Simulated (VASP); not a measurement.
A run of VASP 6.6.1:

Contents of INCAR:

```
SYSTEM = Hf2Si
PREC = Accurate
ENCUT = 520
EDIFF = 1E-6
ISMEAR = 0
SIGMA = 0.1
LREAL = .False.
LASPH = .True.
NELM = 100
ALGO = Normal
ISIF = 2
LWAVE = .False.
LCHARG = .True.
GGA = PS
LELF = .True.
LVHAR = .True.
NBANDS = 33
```

KPOINTS

```
Automatic mesh
0
Gamma
  6 6 6
  0.5 0.5 0.5
```

POSCAR

```
Hf2Si
1.0
   -3.2753522240      3.2753522240      2.5828233930
    3.2753522240     -3.2753522240      2.5828233930
    3.2753522240      3.2753522240     -2.5828233930
Hf Si
4 2
Direct
    0.8435136200      0.6564863800      0.5000000000
    0.3435136200      0.8435136200      0.1870272400
    0.1564863800      0.3435136200      0.5000000000
    0.6564863800      0.1564863800      0.8129727600
    0.7500000000      0.7500000000      0.0000000000
    0.2500000000      0.2500000000      0.0000000000
```

Potentials or basis: VASP PAW PBE potentials, release 64 (Hf_pv, Si).

Command:

```sh
$ cat potpaw_PBE.64/Hf_pv/POTCAR potpaw_PBE.64/Si/POTCAR > POTCAR
$ mpirun -np 1 vasp_std > vasp.out
```

Hardware: 1 thread of Intel(R) Xeon(R) 6975P-C (Granite Rapids) (shared host).

Task: Estimate the wall time of this run.

Result: Run time: 41 s on 1 thread of Intel(R) Xeon(R) 6975P-C (Granite Rapids) (shared host), peak memory 0.28 GiB. Counts: scf iterations 13, k points 28.
